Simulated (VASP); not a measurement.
# NaH (Fm-3m) in VASP: further runs

NaH is run at these levels: PBEsol; tasks: single point, relaxation of cell and atoms.

All numbers are computed with VASP 6.6.1; they aren't measurements. Logs are shortened: lines on timing, memory, paths and dates and some standing lists are left out, and cuts for length are marked.

## (1) The cell of the first run

The structure is cubic, space group Fm-3m (No. 225). Conventional cell: a = 4.794 Å, b = 4.794 Å, c = 4.794 Å, α = 90.00°, β = 90.00°, γ = 90.00°. Within 3.2 Å of Na (site symmetry m-3m) lie 6 H at 2.40 Å. H (site symmetry m-3m) has 6 Na at 2.40 Å within 3.2 Å.

## (2) Single point, PBEsol

INCAR

```
ALGO = Normal
EDIFF = 1E-6
ENCUT = 500
GGA = PS
GGA_COMPAT = False
ISIF = 2
ISMEAR = -1
LASPH = True
LCHARG = False
LREAL = False
LWAVE = False
NBANDS = 11
NELM = 120
PREC = Accurate
SIGMA = 0.02
```

KPOINTS

```
k-points
0
Gamma
  8 8 8
```

POSCAR

```
NaH
1.0
    0.0000000000      2.3969219917      2.3969219917
    2.3969219917      0.0000000000      2.3969219917
    2.3969219917      2.3969219917      0.0000000000
Na H
1 1
Direct
    0.0000000000      0.0000000000      0.0000000000
    0.5000000000      0.5000000000      0.5000000000
```

Potentials or basis: VASP PAW PBE potentials, release 64 (Na_pv, H).

Run with:

```
cat potpaw_PBE.64/Na_pv/POTCAR potpaw_PBE.64/H/POTCAR > POTCAR
mpirun -np 1 vasp_std > vasp.out
```

OUTCAR:

```text
EDIFF = 1E-6
   ENCUT = 500
   GGA = PS
   ISIF = 2
   ISMEAR = -1
   LASPH = True
   LREAL = False
   NELM = 120
   PREC = Accurate

 ion  position               nearest neighbor table
   1  0.000  0.000  0.000-
   2  0.500  0.500  0.500-

  LATTYP: Found a face centered cubic cell.
 ALAT       =     4.7938439834

  Lattice vectors:

 A1 = (   0.0000000000,   2.3969219917,   2.3969219917)
 A2 = (   2.3969219917,   0.0000000000,   2.3969219917)
 A3 = (   2.3969219917,   2.3969219917,   0.0000000000)

Analysis of symmetry for initial positions (statically):
=====================================================================
 Subroutine PRICEL returns:
 Original cell was already a primitive cell.

 Routine SETGRP: Setting up the symmetry group for a
 face centered cubic supercell.

 Subroutine GETGRP returns: Found 48 space group operations
 (whereof 48 operations were pure point group operations)
 out of a pool of 48 trial point group operations.

The static configuration has the point symmetry O_h .

Analysis of symmetry for dynamics (positions and initial velocities):
=====================================================================
 Subroutine PRICEL returns:
 Original cell was already a primitive cell.

 Routine SETGRP: Setting up the symmetry group for a
 face centered cubic supercell.

 Subroutine GETGRP returns: Found 48 space group operations
 (whereof 48 operations were pure point group operations)
 out of a pool of 48 trial point group operations.

The dynamic configuration has the point symmetry O_h .

 Subroutine INISYM returns: Found 48 space group operations
 (whereof 48 operations are pure point group operations),
 and found     1 'primitive' translations

----------------------------------------------------------------------------------------

                                     Primitive cell

  volume of cell :      27.5418

  direct lattice vectors                    reciprocal lattice vectors
     0.000000000  2.396921992  2.396921992    -0.208600865  0.208600865  0.208600865
     2.396921992  0.000000000  2.396921992     0.208600865 -0.208600865  0.208600865
     2.396921992  2.396921992  0.000000000     0.208600865  0.208600865 -0.208600865

  length of vectors
     3.389759589  3.389759589  3.389759589     0.361307296  0.361307296  0.361307296

  position of ions in fractional coordinates (direct lattice)
     0.000000000  0.000000000  0.000000000
     0.500000000  0.500000000  0.500000000

  ion indices of the primitive-cell ions
   primitive index   ion index
                 1           1
                 2           2

----------------------------------------------------------------------------------------

 KPOINTS: k-points

Automatic generation of k-mesh.
 Grid dimensions read from file:
 generate k-points for:    8    8    8

 Generating k-lattice:

  Cartesian coordinates                     Fractional coordinates (reciprocal lattice)
    -0.026075108  0.026075108  0.026075108     0.125000000  0.000000000  0.000000000
     0.026075108 -0.026075108  0.026075108     0.000000000  0.125000000  0.000000000
     0.026075108  0.026075108 -0.026075108     0.000000000  0.000000000  0.125000000

  Length of vectors
     0.045163412  0.045163412  0.045163412

  Shift w.r.t. Gamma in fractional coordinates (k-lattice)
     0.000000000  0.000000000  0.000000000

 Subroutine IBZKPT returns following result:
 ===========================================

 Found     29 irreducible k-points:

 Following reciprocal coordinates:
            Coordinates               Weight
  0.000000  0.000000  0.000000      1.000000
  0.125000  0.000000  0.000000      8.000000
  0.250000  0.000000  0.000000      8.000000
  0.375000  0.000000  0.000000      8.000000
  0.500000  0.000000  0.000000      4.000000
  0.125000  0.125000  0.000000      6.000000
[... 16 lines left out ...]
  0.500000  0.250000  0.125000     48.000000
 -0.375000  0.250000  0.125000     24.000000
 [... further k-points ...]
   k-points           NKPTS =     29   k-points in BZ     NKDIM =     29   number of bands    NBANDS=     11
   number of dos      NEDOS =    301   number of ions     NIONS =      2
   total plane-waves  NPLWV =  21952
   dimension x,y,z NGX =    28 NGY =   28 NGZ =   28
   dimension x,y,z NGXF=    56 NGYF=   56 NGZF=   56
   ions per type =               1   1
   NGX,Y,Z   is equivalent  to a cutoff of  13.73, 13.73, 13.73 a.u.
   NGXF,Y,Z  is equivalent  to a cutoff of  27.46, 27.46, 27.46 a.u.
 SYSTEM =  unknown system
   PREC   = accura    normal or accurate (medium, high low for compatibility)
   ISTART =      0    job   : 0-new  1-cont  2-samecut
   ICHARG =      2    charge: 1-file 2-atom 10-const
   ISPIN  =      1    spin polarized calculation?
   LNONCOLLINEAR =      F non collinear calculations
   LSORBIT =      F    spin-orbit coupling
   LASPH  =      T    aspherical Exc in radial PAW
   ENCUT  =  500.0 eV  36.75 Ry    6.06 a.u.   6.18  6.18  6.18*2*pi/ulx,y,z
   NELM   =    120;   NELMIN=  2; NELMDL= -5     # of ELM steps
   EDIFF  = 0.1E-05   stopping-criterion for ELM
   LREAL  =      F    real-space projection
   EDIFFG = 0.1E-04   stopping-criterion for IOM
   NSW    =      0    number of steps for IOM
   IBRION =     -1    ionic relax: 0-MD 1-quasi-New 2-CG
   NFREE  =      0    steps in history (QN), initial steepest desc. (CG)
   ISIF   =      2    stress and relaxation
   ISYM   =      2    0-nonsym 1-usesym 2-fastsym
   POTIM  = 0.5000    time-step for ionic-motion
   TEBEG  =    0.0;   TEEND  =   0.0 temperature during run
   PSTRESS=    0.0 pullay stress
   NELECT =       8.0000    total number of electrons
   NUPDOWN=      -1.0000    fix difference up-down
   EMIN   =  10.00;   EMAX   =-10.00  energy-range for DOS
   EFERMI =   0.00;   METHOD = LEGACY
   ISMEAR =    -1;   SIGMA  =   0.02  broadening in eV -4-tet -1-fermi 0-gaus
   EFERMI_NEDOS =   21; number of points for ismear=-14 and -15
   IALGO  =     38    algorithm
   IMIX   =      4    mixing-type and parameters
     AMIX     =   0.40;   BMIX     =  1.00
     AMIX_MAG =   1.60;   BMIX_MAG =  1.00
  volume/ion in A,a.u.               =      13.77        92.93
  Fermi-wavevector in a.u.,A,eV,Ry     =   1.084195  2.048832 15.993374  1.175480
  Thomas-Fermi vector in A             =   2.220280
   LORBIT       =      0    0 simple, 1 ext, 2 COOP (PROOUT), +10 PAW based schemes
   GGA     = PS    functional components
   LHFCALC =     F    Hartree Fock is set to
   AEXX    =    0.0000 exact exchange contribution
   IVDW    =     0    specifies the selected vdW correction
   LEPSILON=     F    determine dielectric tensor
   LRPA    =     F    only Hartree local field effects (RPA)
 non-spin polarized calculation
  energy-cutoff  :      500.00
  volume of cell :       27.54
 maximum number of plane-waves:       725
 NGX is ok and might be reduce to    28
   NGX = 13   NGY = 13   NGZ = 13

 number of electron       7.9999992 magnetization

 Free energy of the ion-electron system (eV)
  ---------------------------------------------------
  ext. energy  EPLUGINS =         0.00000000
  ---------------------------------------------------
  free energy    TOTEN  =        -5.08581629 eV

  energy without entropy =       -5.08581629  energy(sigma->0) =       -5.08581629

 E-fermi :  -0.5278     XC(G=0):  -7.9728

 val. band max:       -1.0161622706   @ k =  -0.2500   0.5000   0.2500
 cond. band min:       2.5854891898   @ k =   0.5000   0.0000   0.0000
 fundamental gap:      3.6016514604
 Fermi energy:        -0.5277825166

 k-point     1 :       0.0000    0.0000    0.0000
  band No.  band energies     occupation
      1     -22.9746      2.00000
      2     -22.9746      2.00000
      3     -22.9746      2.00000
      4      -4.8100      2.00000
      5       9.6105      0.00000
      6      14.5593      0.00000
      7      14.5593      0.00000
      8      14.5593      0.00000
      9      15.5673      0.00000
     10      15.5673      0.00000
     11      15.5673      0.00000

 k-point     2 :       0.1250    0.0000    0.0000
  band No.  band energies     occupation
      1     -22.9902      2.00000
      2     -22.9764      2.00000
      3     -22.9764      2.00000
      4      -4.5327      2.00000
      5       8.6641      0.00000
      6      11.9375      0.00000
      7      13.7842      0.00000
      8      13.7842      0.00000
      9      16.5037      0.00000
     10      16.5037      0.00000
     11      16.6154      0.00000

 k-point     3 :       0.2500    0.0000    0.0000
  band No.  band energies     occupation
      1     -23.0275      2.00000
      2     -22.9808      2.00000
      3     -22.9808      2.00000
      4      -3.7437      2.00000
      5       6.2063      0.00000
      6      10.5091      0.00000
      7      12.9930      0.00000
      8      12.9930      0.00000
      9      16.4763      0.00000
     10      16.4763      0.00000
     11      17.8689      0.00000

 k-point     4 :       0.3750    0.0000    0.0000
  band No.  band energies     occupation
      1     -23.0643      2.00000
      2     -22.9852      2.00000
      3     -22.9852      2.00000
      4      -2.6299      2.00000
      5       3.7576      0.00000
      6       9.9401      0.00000
      7      12.5173      0.00000
      8      12.5173      0.00000
      9      15.7229      0.00000
     10      15.7229      0.00000
     11      18.1845      0.00000

 k-point     5 :       0.5000    0.0000    0.0000
  band No.  band energies     occupation
      1     -23.0794      2.00000
      2     -22.9870      2.00000
      3     -22.9870      2.00000
      4      -1.9258      2.00000
      5       2.5855      0.00000
      6       9.7779      0.00000
      7      12.3599      0.00000
      8      12.3599      0.00000
      9      15.4319      0.00000
     10      15.4319      0.00000
     11      18.0539      0.00000
[... 211 lines left out ...]
 k-point    21 :       0.5000    0.5000    0.0000
  band No.  band energies     occupation
      1     -23.0679      2.00000
      2     -23.0099      2.00000
      3     -23.0099      2.00000
      4      -1.2041      2.00000
      5       3.4402      0.00000
      6       8.8450      0.00000
      7       9.6297      0.00000
      8       9.6297      0.00000
      9      10.9334      0.00000
     10      23.0813      0.00000
     11      24.8114      0.00000

 k-point    22 :       0.3750    0.2500    0.1250
  band No.  band energies     occupation
      1     -23.0359      2.00000
      2     -22.9990      2.00000
      3     -22.9868      2.00000
      4      -3.1057      2.00000
      5       5.8531      0.00000
      6       8.0970      0.00000
      7      11.2328      0.00000
      8      14.0708      0.00000
      9      14.5279      0.00000
     10      17.1391      0.00000
     11      19.7993      0.00000

 k-point    23 :       0.5000    0.2500    0.1250
  band No.  band energies     occupation
      1     -23.0551      2.00000
      2     -23.0097      2.00000
      3     -22.9923      2.00000
      4      -2.1172      2.00000
      5       4.2826      0.00000
      6       6.9526      0.00000
      7      10.3526      0.00000
      8      14.0482      0.00000
      9      15.3251      0.00000
     10      17.3986      0.00000
     11      19.5827      0.00000

 k-point    24 :      -0.3750    0.2500    0.1250
  band No.  band energies     occupation
      1     -23.0633      2.00000
      2     -23.0130      2.00000
      3     -22.9954      2.00000
      4      -1.5329      2.00000
      5       3.3770      0.00000
      6       6.7036      0.00000
      7       9.9930      0.00000
      8      13.9872      0.00000
      9      15.1999      0.00000
     10      18.4742      0.00000
     11      20.6194      0.00000

 [... further k-points ...]

------------------------ aborting loop because EDIFF is reached ----------------------------------------

  FORCE on cell =-STRESS in cart. coord.  units (eV):
  Direction    XX          YY          ZZ          XY          YZ          ZX
  --------------------------------------------------------------------------------------
  -------------------------------------------------------------------------------------
  Total       -0.0159659     -0.0159659     -0.0159659      0.0000000     -0.0000000      0.0000000
  in kB       -0.9287774     -0.9287774     -0.9287774      0.0000000     -0.0000000      0.0000000
  external PRESSURE =      -0.9287774 kB  Pullay stress =       0.0000000 kB

 VOLUME and BASIS-vectors are now :
 -----------------------------------------------------------------------------
  energy-cutoff  :      500.00
  volume of cell :       27.54
      direct lattice vectors                 reciprocal lattice vectors
     0.000000000  2.396921992  2.396921992    -0.208600865  0.208600865  0.208600865
     2.396921992  0.000000000  2.396921992     0.208600865 -0.208600865  0.208600865
     2.396921992  2.396921992  0.000000000     0.208600865  0.208600865 -0.208600865

 POSITION                                       TOTAL-FORCE (eV/Angst)
 -----------------------------------------------------------------------------------
      0.00000      0.00000      0.00000         0.000000      0.000000     -0.000000
      2.39692      2.39692      2.39692         0.000000      0.000000      0.000000
 -----------------------------------------------------------------------------------
    total drift:                               -0.000000     -0.000000     -0.000000

  FREE ENERGIE OF THE ION-ELECTRON SYSTEM (eV)
  ---------------------------------------------------
  free  energy   TOTEN  =        -5.0858162873 eV

  energy  without entropy=       -5.0858162873  energy(sigma->0) =       -5.08581629
```

It took 15 s on 1 thread of Intel Xeon Platinum 8259CL at 2.50GHz (Skylake/Cascade Lake), shared host; peak memory 0.14 GiB.

What came out:

```
Free energy            : -5.0858 eV
Pressure               : -0.1 GPa
Band gap on the k mesh : 3.60 eV, indirect (least direct gap 4.51 eV)
```

Levels at points of the mesh, in eV from the valence-band top:
```
           k point  band 2  band 3  band 4  band 5  band 6  band 7
(0.00, 0.00, 0.00)  -21.96  -21.96   -3.79   10.63   15.58   15.58
(0.50, 0.00, 0.00)  -21.97  -21.97   -0.91    3.60   10.79   13.38
(0.50, 0.50, 0.00)  -21.99  -21.99   -0.19    4.46    9.86   10.65
```

Caveat: the PAW data sets were made with another functional, which shifts forces and pressure a little. As with any semilocal functional, this PBEsol gap is likely too small.

## (3) Relaxation of cell and atoms, PBEsol

This run uses another cell than the first one, of 16.10 Å³/atom, 1.169 times its volume.

INCAR

```
SYSTEM = NaH
  PREC = Accurate
  ENCUT = 500
  EDIFF = 1E-7
  ISMEAR = -1
  SIGMA = 0.02
  LREAL = .False.
  LASPH = .True.
  NELM = 120
  ALGO = Normal
  ISIF = 3
  LWAVE = .False.
  LCHARG = .False.
  GGA = PS
  IBRION = 2
  NSW = 50
  EDIFFG = -0.02
  GGA_COMPAT = .False.
  NELMIN = 4
```

KPOINTS

```
Automatic mesh
0
Gamma
  8 8 8
  0 0 0
```

POSCAR

```
NaH
1.0
    0.0000000000      2.5250000000      2.5250000000
    2.5250000000      0.0000000000      2.5250000000
    2.5250000000      2.5250000000      0.0000000000
Na H
1 1
Direct
    0.0000000000      0.0000000000      0.0000000000
    0.5000000000      0.5000000000      0.5000000000
```

Potentials or basis: VASP PAW PBE potentials, release 64 (Na_pv, H).

Run with:

```
cat potpaw_PBE.64/Na_pv/POTCAR potpaw_PBE.64/H/POTCAR > POTCAR
mpirun -np 1 vasp_std > vasp.out
```

Run time: 33 s. Hardware: 1 thread of Intel Xeon Platinum 8259CL at 2.50GHz (Skylake/Cascade Lake), shared host; peak memory 0.15 GiB.

The run converged. Its results:

```
Free energy                            : -5.0874 eV
Relaxed volume                         : 13.72 Å³/atom
Relaxed cell                           : a = 3.386 Å, b = 3.386 Å, c = 3.386 Å, α = 60.00°, β = 60.00°, γ = 60.00°
Space group after relaxing (to 0.05 Å) : Fm-3m (No. 225)
Energy gained by relaxing              : 23.5 meV/atom
Ionic steps                            : 4
Pressure after relaxing                : 0.1 GPa
Band gap on the k mesh                 : 3.61 eV, indirect (least direct gap 4.52 eV)
```

The path:
| step | energy change (eV) | largest force (eV/Å) | pressure (GPa) | volume (Å³) |
| --- | --- | --- | --- | --- |
| 1 | 0.0000 | 0.0000 | -2.87 | 32.20 |
| 2 | -0.0214 | 0.0000 | -2.26 | 30.87 |
| 3 | -0.0455 | 0.0000 | -0.64 | 28.30 |
| 4 | -0.0470 | 0.0000 | 0.08 | 27.44 |

Final structure:
```xyz
2
Lattice="0.0000 2.3941 2.3941 2.3941 0.0000 2.3941 2.3941 2.3941 0.0000" Properties=species:S:1:pos:R:3 pbc="T T T"
Na    2.3941    2.3941    4.7882
H     2.3941    2.3941    2.3941
```

Levels at points of the mesh, in eV from the valence-band top:
```tsv
k point	band 2	band 3	band 4	band 5	band 6	band 7
(0.00, 0.00, 0.00)	-21.95	-21.95	-3.80	10.66	15.60	15.60
(0.50, 0.00, 0.00)	-21.96	-21.96	-0.91	3.61	10.82	13.40
(0.50, 0.50, 0.00)	-21.99	-21.99	-0.19	4.46	9.87	10.67
```

Caveat: the PAW data sets were made with another functional, which shifts forces and pressure a little.
